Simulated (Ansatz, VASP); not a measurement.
H2O in VASP and in Ansatz

```
O H
1.0
     6.55806    0.00000    0.00000
    -3.27903    5.67944    0.00000
     0.00000    0.00000   29.32915
O H
1 2
Direct
  0.48440 0.50306 0.70840
  0.42218 0.57880 0.68878
  0.61765 0.63371 0.72342
```

Alike in both runs: task single point; functional PBE; dispersion D3(BJ); k mesh 3 × 3 × 1; occupations gaussian, width 0.05 eV; no spin polarisation.

|  | VASP | Ansatz |
| --- | --- | --- |
| version | VASP 6.6.1 | Ansatz 0.2.0 |
| potentials or method | VASP PAW PBE potentials, release 64 (O, H), cutoff 520 eV | scalar-relativistic, plane waves, PAW |
| valence electrons in the cell | 8 | 8 |

VASP gave:

- gap on the k mesh at the Fermi level (eV): 5.77
- rms of the force components (eV/Å): 0.043

Question: Estimate Ansatz's values.

Answer: gap on the k mesh at the Fermi level (eV): 5.79; rms of the force components (eV/Å): 0.077.

Atom by atom the forces differ by 0.066 eV/Å (rms over components).
